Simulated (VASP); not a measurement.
# HfB2 (P6/mmm) in VASP: notebook, part 2 of 2

VASP 6.6.1. Earlier steps stand in the parts before.

### Step 3. Single point, LDA

This run uses another cell than the first one, of 10.10 Å³/atom, 1.041 times its volume.

Input file INCAR:

```
  PREC = Accurate
  ENCUT = 520
  EDIFF = 1E-6
  ISMEAR = -1
  SIGMA = 0.05
  LREAL = F
  LASPH = T
  NELM = 80
  ALGO = Normal
  ISIF = 2
  LWAVE = F
  LCHARG = T
  GGA = CA
  LELF = T
  LVHAR = T
  NBANDS = 15
```

Input file KPOINTS:

```
regular mesh
0
Gamma
  10 10 8
```

Input file POSCAR:

```
HfB2
1.0
    3.1607953080      0.0000000000      0.0000000000
   -1.5803976540      2.7373290329      0.0000000000
    0.0000000000      0.0000000000      3.5030470293
Hf B
1 2
Direct
    0.0000000000      0.0000000000      0.0000000000
    0.6666666667      0.3333333333      0.5000000000
    0.3333333333      0.6666666667      0.5000000000
```

Potentials or basis: VASP PAW LDA potentials, release 64 (Hf_pv, B).

Launch:

```bash
$ cat potpaw_LDA.64/Hf_pv/POTCAR potpaw_LDA.64/B/POTCAR > POTCAR
$ mpirun -np 1 vasp_std > vasp.out
```

It took 13 s on 1 thread of Intel Xeon 6975P-C, shared host; peak memory 0.16 GiB.

It converged, with:

```
Free energy            : -28.8741 eV
Pressure               : -14.3 GPa
Band gap on the k mesh : zero (band 8 reaches 8.04 eV, above the bottom of band 9 at 7.25 eV)
```

Stress tensor (GPa, compression positive):
```
-14.54   0.00   0.00
  0.00 -14.54   0.00
  0.00   0.00 -13.68
```

Levels at points of the mesh, in eV from the Fermi level:
| k point | band 5 | band 6 | band 7 | band 8 | band 9 | band 10 | band 11 | band 12 |
| --- | --- | --- | --- | --- | --- | --- | --- | --- |
| (0.00, 0.00, 0.00) | -2.84 | -2.72 | -2.72 | -2.57 | 3.96 | 3.96 | 4.60 | 4.60 |
| (0.50, 0.00, 0.00) | -8.70 | -3.92 | -3.23 | -2.69 | 2.23 | 2.72 | 5.52 | 5.62 |
| (0.00, 0.00, 0.50) | -8.09 | -1.04 | -1.04 | 0.40 | 0.40 | 1.05 | 1.05 | 2.22 |
| (0.50, 0.00, 0.50) | -7.20 | -4.75 | -4.50 | -2.47 | 4.07 | 4.15 | 6.13 | 7.08 |

Caveat: spin-orbit coupling is left out, which moves the levels of the heavy elements.

### Step 4. Single point, PBEsol

This run uses another cell than the first one, of 10.10 Å³/atom, 1.041 times its volume.

Input file INCAR:

```
SYSTEM = HfB2
PREC = Accurate
ENCUT = 520
EDIFF = 1E-6
ISMEAR = -1
SIGMA = 0.05
LREAL = .FALSE.
LASPH = .TRUE.
NELM = 80
ALGO = Normal
ISIF = 2
LWAVE = .FALSE.
LCHARG = .TRUE.
GGA = PS
LELF = .TRUE.
LVHAR = .TRUE.
NBANDS = 15
```

Input file KPOINTS:

```
regular mesh
0
G
  10 10 8
  0 0 0
```

POSCAR is that of step 3.

Potentials or basis: VASP PAW PBE potentials, release 64 (Hf_pv, B).

Launch:

```bash
$ cat potpaw_PBE.64/Hf_pv/POTCAR potpaw_PBE.64/B/POTCAR > POTCAR
$ mpirun -np 1 vasp_std > vasp.out
```

Wall time 14 s (1 thread of Intel Xeon 6975P-C, shared host); peak memory 0.16 GiB.

The run converged. Its results:

```yaml
Free_energy: -27.8317 eV
Pressure: -9.2 GPa
Band_gap_on_the_k_mesh: zero (band 8 reaches 7.95 eV, above the bottom of band 9 at 7.15 eV)
```

Stress tensor (GPa, compression positive):
```
-9.15  0.00  0.00
 0.00 -9.15  0.00
 0.00  0.00 -9.23
```

Levels at points of the mesh, in eV from the Fermi level:
| k point | band 6 | band 7 | band 8 | band 9 | band 10 | band 11 |
| --- | --- | --- | --- | --- | --- | --- |
| (0.00, 0.00, 0.00) | -2.73 | -2.73 | -2.63 | 4.01 | 4.01 | 4.67 |
| (0.50, 0.00, 0.00) | -3.94 | -3.26 | -2.72 | 2.22 | 2.75 | 5.55 |
| (0.00, 0.00, 0.50) | -1.03 | -1.03 | 0.41 | 0.41 | 1.07 | 1.07 |
| (0.50, 0.00, 0.50) | -4.77 | -4.54 | -2.56 | 4.04 | 4.12 | 6.20 |

Caveat: the PAW data sets were made with another functional, which shifts forces and pressure a little; spin-orbit coupling is left out, which moves the levels of the heavy elements.

### Step 5. Single point, LDA

This run uses another cell than the first one, of 10.30 Å³/atom, 1.061 times its volume.

Input file INCAR:

```
PREC = Accurate
ENCUT = 520
EDIFF = 1E-6
ISMEAR = -1
SIGMA = 0.05
LREAL = F
LASPH = T
NELM = 100
ALGO = Normal
ISIF = 2
LWAVE = F
LCHARG = F
GGA = CA
NBANDS = 15
```

Input file KPOINTS:

```
regular mesh
0
Gamma
  10 10 8
```

Input file POSCAR:

```
HfB2
1.0
    3.1813205280      0.0000000000      0.0000000000
   -1.5906602640      2.7551043948      0.0000000000
    0.0000000000      0.0000000000      3.5257947253
Hf B
1 2
Direct
    0.0000000000      0.0000000000      0.0000000000
    0.6666666667      0.3333333333      0.5000000000
    0.3333333333      0.6666666667      0.5000000000
```

Potentials or basis: VASP PAW LDA potentials, release 64 (Hf_pv, B).

Launch:

```bash
$ cat potpaw_LDA.64/Hf_pv/POTCAR potpaw_LDA.64/B/POTCAR > POTCAR
$ mpirun -np 1 vasp_std > vasp.out
```

OUTCAR:

```text
PREC = Accurate
   ENCUT = 520
   EDIFF = 1E-6
   ISMEAR = -1
   LREAL = F
   LASPH = T
   NELM = 100
   ISIF = 2
   GGA = CA

 ion  position               nearest neighbor table
   1  0.000  0.000  0.000-   2 2.55   3 2.55   2 2.55   3 2.55   3 2.55   3 2.55   2 2.55   2 2.55
                             2 2.55   2 2.55   3 2.55   3 2.55
   2  0.667  0.333  0.500-   3 1.84   3 1.84   3 1.84   1 2.55   1 2.55   1 2.55   1 2.55   1 2.55
                             1 2.55
   3  0.333  0.667  0.500-   2 1.84   2 1.84   2 1.84   1 2.55   1 2.55   1 2.55   1 2.55   1 2.55
                             1 2.55
[... 631 lines left out ...]
  Direction    XX          YY          ZZ          XY          YZ          ZX
  --------------------------------------------------------------------------------------
  -------------------------------------------------------------------------------------
  Total       -3.6324135     -3.6324135     -3.3666144      0.0000000     -0.0000000      0.0000000
  in kB     -188.3229937   -188.3229937   -174.5426010      0.0000000     -0.0000000      0.0000000
  external PRESSURE =    -183.7295295 kB  Pullay stress =       0.0000000 kB

 VOLUME and BASIS-vectors are now :
 -----------------------------------------------------------------------------
  energy-cutoff  :      520.00
  volume of cell :       30.90
      direct lattice vectors                 reciprocal lattice vectors
     3.181320528  0.000000000  0.000000000     0.314334878  0.181481326  0.000000000
    -1.590660264  2.755104395  0.000000000     0.000000000  0.362962653  0.000000000
     0.000000000  0.000000000  3.525794725     0.000000000  0.000000000  0.283623999

 POSITION                                       TOTAL-FORCE (eV/Angst)
 -----------------------------------------------------------------------------------
      0.00000      0.00000      0.00000        -0.000000      0.000000      0.000000
      1.59066      0.91837      1.76290        -0.000000     -0.000000      0.000000
     -0.00000      1.83674      1.76290         0.000000      0.000000      0.000000
 -----------------------------------------------------------------------------------
    total drift:                               -0.000000      0.000000      0.000000

  FREE ENERGIE OF THE ION-ELECTRON SYSTEM (eV)
  ---------------------------------------------------
  free  energy   TOTEN  =       -28.8137475744 eV

  energy  without entropy=      -28.8110989690  energy(sigma->0) =      -28.81242327
```

It took 14 s on 1 thread of Intel Xeon 6975P-C, shared host; peak memory 0.15 GiB.

Results:

* Free energy: -28.8137 eV
* Pressure: -18.4 GPa
* Band gap on the k mesh: zero (band 8 reaches 7.87 eV, above the bottom of band 9 at 7.10 eV)

Caveat: spin-orbit coupling is left out, which moves the levels of the heavy elements.

### Step 6. The runs side by side

| level | potentials or basis | cell | gap on the mesh (eV) | pressure (GPa) |
| --- | --- | --- | --- | --- |
| PBEsol | VASP PAW PBE potentials, release 64 (Hf_pv, B) | a = 3.119, b = 3.119, c = 3.457 Å, angles 90.0, 90.0, 120.0°, 3 atoms | none | 0.8 |
| LDA | VASP PAW LDA potentials, release 64 (Hf_pv, B) | a = 3.161, b = 3.161, c = 3.503 Å, angles 90.0, 90.0, 120.0°, 3 atoms | none | -14.3 |
| PBEsol | VASP PAW PBE potentials, release 64 (Hf_pv, B) | a = 3.161, b = 3.161, c = 3.503 Å, angles 90.0, 90.0, 120.0°, 3 atoms | none | -9.2 |
| LDA | VASP PAW LDA potentials, release 64 (Hf_pv, B) | a = 3.181, b = 3.181, c = 3.526 Å, angles 90.0, 90.0, 120.0°, 3 atoms | none | -18.4 |

Alike in all rows: task single point; no spin polarisation; k mesh 10 × 10 × 8; cutoff (eV) 520; smearing fermi-dirac 0.05 eV.

Caveats: spin-orbit coupling is left out, which moves the levels of the heavy elements; the PAW data sets were made with another functional, which shifts forces and pressure a little (some runs).

Total energies depend on the potentials used, so only differences within one code and one set of settings carry meaning.
